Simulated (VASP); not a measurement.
# Tl (I4/mmm) in VASP: notebook

Runs on Tl. Level: r2SCAN. Tasks: single point.

All numbers are computed with VASP 6.6.1; they aren't measurements. Logs are shortened: lines on timing, memory, paths and dates and some standing lists are left out, and cuts for length are marked.

### Step 1. The cell of the first run

The structure is tetragonal, space group I4/mmm (No. 139). The conventional cell has a = 3.882 Å, b = 3.882 Å, c = 3.688 Å, α = 90.00°, β = 90.00°, γ = 90.00°. Tl (site symmetry 4/mmm) has 14 Tl at 3.31 to 3.88 Å within 4.3 Å.

### Step 2. Single point, r2SCAN (strain +0.000 along x and y, -0.050 along z)

POSCAR reads:

```
Tl
1.0
   -1.9410000000      1.9410000000      1.8439500000
    1.9410000000     -1.9410000000      1.8439500000
    1.9410000000      1.9410000000     -1.8439500000
Tl
1
Direct
    0.0000000000      0.0000000000      0.0000000000
```

INCAR.step1 reads:

```
SYSTEM = Tl
PREC = Accurate
ENCUT = 520
ISMEAR = 0
SIGMA = 0.15
LREAL = .False.
LASPH = .True.
NELM = 60
NBANDS = 12
GGA = PE
ALGO = Normal
EDIFF = 1E-4
LWAVE = .True.
LCHARG = .False.
```

INCAR.step2 reads:

```
SYSTEM = Tl
PREC = Accurate
ENCUT = 520
EDIFF = 1E-6
ISMEAR = 0
SIGMA = 0.15
LREAL = .False.
LASPH = .True.
NELM = 60
ALGO = Normal
ISIF = 2
LWAVE = .False.
LCHARG = .False.
METAGGA = R2SCAN
LMIXTAU = .True.
NBANDS = 12
ISTART = 1
```

KPOINTS reads:

```
regular mesh
0
Gamma
  18 18 18
  0 0 0
```

Potentials or basis: VASP PAW PBE potentials, release 64 (Tl_d).

The run is started by

```
$ cat potpaw_PBE.64/Tl_d/POTCAR > POTCAR
$ cp INCAR.step1 INCAR
$ mpirun -np 1 vasp_std > vasp.out
$ cp INCAR.step2 INCAR
$ mpirun -np 1 vasp_std > vasp.out
```

OUTCAR:

```text
SYSTEM = Tl
   PREC = Accurate
   ENCUT = 520
   EDIFF = 1E-6
   ISMEAR = 0
   LREAL = .False.
   LASPH = .True.
   NELM = 60
   ISIF = 2
   METAGGA = R2SCAN
   ISTART = 1

 ion  position               nearest neighbor table
   1  0.000  0.000  0.000-

  LATTYP: Found a body centered tetragonal cell.
 ALAT       =     3.8820000000
 C/A-ratio  =     0.9500000000

  Lattice vectors:

 A1 = (  -1.9410000000,   1.9410000000,   1.8439500000)
 A2 = (   1.9410000000,  -1.9410000000,   1.8439500000)
 A3 = (   1.9410000000,   1.9410000000,  -1.8439500000)

Analysis of symmetry for initial positions (statically):
=====================================================================
 Subroutine PRICEL returns:
 Original cell was already a primitive cell.

 Routine SETGRP: Setting up the symmetry group for a
 body centered tetragonal supercell.

 Subroutine GETGRP returns: Found 16 space group operations
 (whereof 16 operations were pure point group operations)
 out of a pool of 16 trial point group operations.

The static configuration has the point symmetry D_4h.

Analysis of symmetry for dynamics (positions and initial velocities):
=====================================================================
 Subroutine PRICEL returns:
 Original cell was already a primitive cell.

 Routine SETGRP: Setting up the symmetry group for a
 body centered tetragonal supercell.

 Subroutine GETGRP returns: Found 16 space group operations
 (whereof 16 operations were pure point group operations)
 out of a pool of 16 trial point group operations.

The dynamic configuration has the point symmetry D_4h.

 Subroutine INISYM returns: Found 16 space group operations
 (whereof 16 operations are pure point group operations),
 and found     1 'primitive' translations

----------------------------------------------------------------------------------------

                                     Primitive cell

  volume of cell :      27.7882

  direct lattice vectors                    reciprocal lattice vectors
    -1.941000000  1.941000000  1.843950000     0.000000000  0.257599176  0.271157027
     1.941000000 -1.941000000  1.843950000     0.257599176  0.000000000  0.271157027
     1.941000000  1.941000000 -1.843950000     0.257599176  0.257599176  0.000000000

  length of vectors
     3.306828330  3.306828330  3.306828330     0.374009985  0.374009985  0.364300248

  position of ions in fractional coordinates (direct lattice)
     0.000000000  0.000000000  0.000000000

  ion indices of the primitive-cell ions
   primitive index   ion index
[... 83 lines left out ...]
   PSTRESS=    0.0 pullay stress
   NELECT =      13.0000    total number of electrons
   NUPDOWN=      -1.0000    fix difference up-down
   EMIN   =  10.00;   EMAX   =-10.00  energy-range for DOS
   EFERMI =   0.00;   METHOD = LEGACY
   ISMEAR =     0;   SIGMA  =   0.15  broadening in eV -4-tet -1-fermi 0-gaus
   EFERMI_NEDOS =   21; number of points for ismear=-14 and -15
   IALGO  =     38    algorithm
   IMIX   =      4    mixing-type and parameters
     AMIX     =   0.40;   BMIX     =  1.00
     AMIX_MAG =   1.60;   BMIX_MAG =  1.00
  volume/ion in A,a.u.               =      27.79       187.52
  Fermi-wavevector in a.u.,A,eV,Ry     =   1.270874  2.401604 21.975057  1.615121
  Thomas-Fermi vector in A             =   2.403838
   LORBIT       =      0    0 simple, 1 ext, 2 COOP (PROOUT), +10 PAW based schemes
   METAGGA = R2SCAN    functional components
   LHFCALC =     F    Hartree Fock is set to
   AEXX    =    0.0000 exact exchange contribution
   IVDW    =     0    specifies the selected vdW correction
   LEPSILON=     F    determine dielectric tensor
   LRPA    =     F    only Hartree local field effects (RPA)
 non-spin polarized calculation
 Gauss-broadening in eV      SIGMA  =   0.15
  energy-cutoff  :      520.00
  volume of cell :       27.79
 maximum number of plane-waves:       763
 NGX is ok and might be reduce to    28
   NGX = 13   NGY = 13   NGZ = 13

 number of electron      13.0000002 magnetization

 Free energy of the ion-electron system (eV)
  ---------------------------------------------------
  ext. energy  EPLUGINS =         0.00000000
  ---------------------------------------------------
  free energy    TOTEN  =       -53.15468196 eV

  energy without entropy =      -53.15120640  energy(sigma->0) =      -53.15294418

 E-fermi :   6.9068     XC(G=0): -10.9882

 val. band max:        6.9016299863   @ k =  -0.3333   0.5000   0.2222
 cond. band min:       6.9110631446   @ k =  -0.3333   0.3889   0.0556
 fundamental gap:      0.0094331583
 Fermi energy:         6.9067801014

 k-point     1 :       0.0000    0.0000    0.0000
  band No.  band energies     occupation
      1      -5.4962      2.00000
      2      -5.4183      2.00000
      3      -5.4183      2.00000
      4      -5.0137      2.00000
      5      -4.9347      2.00000
      6      -3.8103      2.00000
      7      18.0269      0.00000
      8      18.0269      0.00000
      9      18.7011      0.00000
     10      19.9390      0.00000
     11      19.9390      0.00000
     12      20.4646      0.00000
[... 331 lines left out ...]
 k-point    24 :      -0.2222    0.0556    0.0000
  band No.  band energies     occupation
      1      -5.5243      2.00000
      2      -5.4187      2.00000
      3      -5.1981      2.00000
      4      -5.0326      2.00000
      5      -4.9711      2.00000
      6      -2.8042      2.00000
      7      12.8129      0.00000
      8      15.0849      0.00000
      9      16.2830      0.00000
     10      18.7783      0.00000
     11      19.9748      0.00000
     12      20.9906      0.00000

 [... further k-points ...]

------------------------ aborting loop because EDIFF is reached ----------------------------------------

  FORCE on cell =-STRESS in cart. coord.  units (eV):
  Direction    XX          YY          ZZ          XY          YZ          ZX
  --------------------------------------------------------------------------------------
  -------------------------------------------------------------------------------------
  Total        0.4986542      0.4986542      0.5984741      0.0000000     -0.0000000      0.0000000
  in kB       28.7507979     28.7507979     34.5060879      0.0000000     -0.0000000      0.0000000
  external PRESSURE =      30.6692279 kB  Pullay stress =       0.0000000 kB

 VOLUME and BASIS-vectors are now :
 -----------------------------------------------------------------------------
  energy-cutoff  :      520.00
  volume of cell :       27.79
      direct lattice vectors                 reciprocal lattice vectors
    -1.941000000  1.941000000  1.843950000     0.000000000  0.257599176  0.271157027
     1.941000000 -1.941000000  1.843950000     0.257599176  0.000000000  0.271157027
     1.941000000  1.941000000 -1.843950000     0.257599176  0.257599176  0.000000000

 POSITION                                       TOTAL-FORCE (eV/Angst)
 -----------------------------------------------------------------------------------
      0.00000      0.00000      0.00000         0.000000     -0.000000      0.000000
 -----------------------------------------------------------------------------------
    total drift:                               -0.000000     -0.000000     -0.000000

  FREE ENERGIE OF THE ION-ELECTRON SYSTEM (eV)
  ---------------------------------------------------
  free  energy   TOTEN  =       -53.1546819613 eV

  energy  without entropy=      -53.1512064008  energy(sigma->0) =      -53.15294418
```

OSZICAR.step1:

```text
N       E                     dE             d eps       ncg     rms          rms(c)
DAV:   1     0.510998144852E+02    0.51100E+02   -0.67342E+03 12240   0.945E+02
DAV:   2    -0.159868550759E+01   -0.52698E+02   -0.51633E+02 13272   0.215E+02
DAV:   3    -0.220603187500E+01   -0.60735E+00   -0.60667E+00 13508   0.208E+01
DAV:   4    -0.220871671194E+01   -0.26848E-02   -0.26847E-02 13096   0.161E+00
DAV:   5    -0.220874791744E+01   -0.31206E-04   -0.31206E-04 13152   0.167E-01    0.244E+00
DAV:   6    -0.218395093665E+01    0.24797E-01   -0.38749E-02 12452   0.188E+00    0.170E+00
DAV:   7    -0.217941637527E+01    0.45346E-02   -0.13837E-02 12824   0.111E+00    0.659E-01
DAV:   8    -0.217914406831E+01    0.27231E-03   -0.66283E-04 12744   0.244E-01    0.334E-02
DAV:   9    -0.217914685917E+01   -0.27909E-05   -0.54082E-06  6312   0.252E-02
   1 F= -.21791469E+01 E0= -.21772891E+01  d E =-.371546E-02
```

It took 4.2 min on 1 thread of Intel Xeon 6975P-C (Granite Rapids), shared host; peak memory 0.28 GiB.

What came out:

```yaml
Free_energy: -53.1547 eV
Pressure: 3.1 GPa
Band_gap_on_the_k_mesh: zero (an odd number of electrons rules out a gap without spin polarisation)
```

Stress tensor (GPa, compression positive):
```
2.88 0.00 0.00
0.00 2.88 0.00
0.00 0.00 3.45
```

Caveat: the cell differs from its parent crystal (strain +0.000 along x and y, -0.050 along z); the cell stands under pressure; the PAW data sets were made with another functional, which shifts forces and pressure a little; spin-orbit coupling is left out, which moves the levels of the heavy elements.

### Step 3. Single point, r2SCAN (strain -0.025 along x and y, +0.000 along z)

POSCAR reads:

```
Tl
1.0
   -1.8924750000      1.8924750000      1.9410000000
    1.8924750000     -1.8924750000      1.9410000000
    1.8924750000      1.8924750000     -1.9410000000
Tl
1
Direct
    0.0000000000      0.0000000000      0.0000000000
```

INCAR.step1 reads:

```
SYSTEM = Tl
  PREC = Accurate
  ENCUT = 520
  ISMEAR = 0
  SIGMA = 0.15
  LREAL = .False.
  LASPH = .True.
  NELM = 60
  NBANDS = 12
  GGA = PE
  ALGO = Normal
  EDIFF = 1E-4
  LWAVE = .True.
  LCHARG = .False.
```

INCAR.step2 reads:

```
SYSTEM = Tl
  PREC = Accurate
  ENCUT = 520
  EDIFF = 1E-6
  ISMEAR = 0
  SIGMA = 0.15
  LREAL = .False.
  LASPH = .True.
  NELM = 60
  ALGO = Normal
  ISIF = 2
  LWAVE = .False.
  LCHARG = .False.
  METAGGA = R2SCAN
  LMIXTAU = .True.
  NBANDS = 12
  ISTART = 1
```

KPOINTS is that of step 2.

Potentials or basis: VASP PAW PBE potentials, release 64 (Tl_d).

The run is started by

```
$ cat potpaw_PBE.64/Tl_d/POTCAR > POTCAR
$ cp INCAR.step1 INCAR
$ mpirun -np 1 vasp_std > vasp.out
$ cp INCAR.step2 INCAR
$ mpirun -np 1 vasp_std > vasp.out
```

OUTCAR:

```text
SYSTEM = Tl
   PREC = Accurate
   ENCUT = 520
   EDIFF = 1E-6
   ISMEAR = 0
   LREAL = .False.
   LASPH = .True.
   NELM = 60
   ISIF = 2
   METAGGA = R2SCAN
   ISTART = 1

 ion  position               nearest neighbor table
   1  0.000  0.000  0.000-

  LATTYP: Found a body centered tetragonal cell.
 ALAT       =     3.7849500000
 C/A-ratio  =     1.0256410256

  Lattice vectors:

 A1 = (  -1.8924750000,   1.8924750000,   1.9410000000)
 A2 = (   1.8924750000,  -1.8924750000,   1.9410000000)
 A3 = (   1.8924750000,   1.8924750000,  -1.9410000000)

Analysis of symmetry for initial positions (statically):
=====================================================================
 Subroutine PRICEL returns:
 Original cell was already a primitive cell.

 Routine SETGRP: Setting up the symmetry group for a
 body centered tetragonal supercell.

 Subroutine GETGRP returns: Found 16 space group operations
 (whereof 16 operations were pure point group operations)
 out of a pool of 16 trial point group operations.

The static configuration has the point symmetry D_4h.

[... 167 lines left out ...]
  band No.  band energies     occupation
      1      -5.4660      2.00000
      2      -5.4660      2.00000
      3      -5.4297      2.00000
      4      -4.9937      2.00000
      5      -4.9591      2.00000
      6      -3.8120      2.00000
      7      18.1670      0.00000
      8      18.3649      0.00000
      9      18.3649      0.00000
     10      19.7675      0.00000
     11      20.1282      0.00000
     12      20.1282      0.00000
[... 331 lines left out ...]
 k-point    24 :      -0.2222    0.0556    0.0000
  band No.  band energies     occupation
      1      -5.5097      2.00000
      2      -5.4504      2.00000
      3      -5.2017      2.00000
      4      -5.0447      2.00000
      5      -4.9738      2.00000
      6      -2.8082      2.00000
      7      12.4937      0.00000
      8      15.5521      0.00000
      9      16.4004      0.00000
     10      19.1857      0.00000
     11      19.9502      0.00000
     12      20.2033      0.00000

 [... further k-points ...]

------------------------ aborting loop because EDIFF is reached ----------------------------------------

  FORCE on cell =-STRESS in cart. coord.  units (eV):
  Direction    XX          YY          ZZ          XY          YZ          ZX
  --------------------------------------------------------------------------------------
  -------------------------------------------------------------------------------------
  Total        0.5452382      0.5452382      0.4710501      0.0000000     -0.0000000      0.0000000
  in kB       31.4160117     31.4160117     27.1413762      0.0000000     -0.0000000      0.0000000
  external PRESSURE =      29.9911332 kB  Pullay stress =       0.0000000 kB

 VOLUME and BASIS-vectors are now :
 -----------------------------------------------------------------------------
  energy-cutoff  :      520.00
  volume of cell :       27.81
      direct lattice vectors                 reciprocal lattice vectors
    -1.892475000  1.892475000  1.941000000     0.000000000  0.264204283  0.257599176
     1.892475000 -1.892475000  1.941000000     0.264204283  0.000000000  0.257599176
     1.892475000  1.892475000 -1.941000000     0.264204283  0.264204283  0.000000000

 POSITION                                       TOTAL-FORCE (eV/Angst)
 -----------------------------------------------------------------------------------
      0.00000      0.00000      0.00000         0.000000      0.000000      0.000000
 -----------------------------------------------------------------------------------
    total drift:                               -0.000000     -0.000000     -0.000000

  FREE ENERGIE OF THE ION-ELECTRON SYSTEM (eV)
  ---------------------------------------------------
  free  energy   TOTEN  =       -53.1560219094 eV

  energy  without entropy=      -53.1523654760  energy(sigma->0) =      -53.15419369
```

Run time: 4.1 min. Hardware: 1 thread of Intel Xeon 6975P-C (Granite Rapids), shared host; peak memory 0.29 GiB.

What came out:

```
Free energy            : -53.1560 eV
Pressure               : 3.0 GPa
Band gap on the k mesh : zero (an odd number of electrons rules out a gap without spin polarisation)
```

Caveat: the cell differs from its parent crystal (strain -0.025 along x and y, +0.000 along z); the PAW data sets were made with another functional, which shifts forces and pressure a little; spin-orbit coupling is left out, which moves the levels of the heavy elements.
